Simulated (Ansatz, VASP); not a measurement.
# Sr: VASP beside Ansatz

INCAR

```
ALGO     = Normal         # electronic algorithm
EDIFF    = 1E-6           # SCF threshold, eV
ENCUT    = 520            # plane-wave cutoff, eV
GGA      = PE             # functional
ISIF     = 2              # what is computed and relaxed
ISMEAR   = -1             # smearing method
LASPH    = True           # aspherical terms in the spheres
LCHARG   = False          # write CHGCAR
LREAL    = False          # projectors in reciprocal space
LWAVE    = False          # write WAVECAR
NBANDS   = 11             # bands
NELM     = 100            # most SCF steps
PREC     = Accurate       # precision mode
SIGMA    = 0.05           # smearing width, eV
```

The input KPOINTS:

```
k-points
0
Gamma
  14 14 14
```

Contents of POSCAR:

```
Sr
1.0
    0.0000000000      3.0147270661      3.0147270661
    3.0147270661      0.0000000000      3.0147270661
    3.0147270661      3.0147270661      0.0000000000
Sr
1
Direct
    0.0000000000      0.0000000000      0.0000000000
```

Input for Ansatz:

```yaml
crystal:
  lattice:
    - [0.0, 3.0147270661, 3.0147270661]
    - [3.0147270661, 0.0, 3.0147270661]
    - [3.0147270661, 3.0147270661, 0.0]
  atoms:
    - { symbol: Sr, position: [0.0, 0.0, 0.0] }
kpoints:
  mp_grid: { grid: [14, 14, 14] }
scf:
  occupations: { method: fermi_dirac, width: 0.05 }
hamiltonian:
  xc: pbe
  pseudopotentials: { kind: all_electron, lapw: { basis_error: 0.0005 } }
output:
  forces: true
  stress: true
  eigenvalues: true
```

Alike in both runs: task single point; functional PBE; k mesh 14 × 14 × 14; occupations fermi-dirac, width 0.05 eV; no spin polarisation.

|  | VASP | Ansatz |
| --- | --- | --- |
| version | VASP 6.6.1 | Ansatz 0.2.0 |
| potentials or method | VASP PAW PBE potentials, release 64 (Sr_sv), cutoff 520 eV | all-electron LAPW, scalar-relativistic |

|  | VASP | Ansatz | Ansatz less VASP |
| --- | --- | --- | --- |
| pressure (GPa) | 0.0 | 0.0 | -0.01 |

Ansatz ran all-electron here, and VASP with PAW potentials.
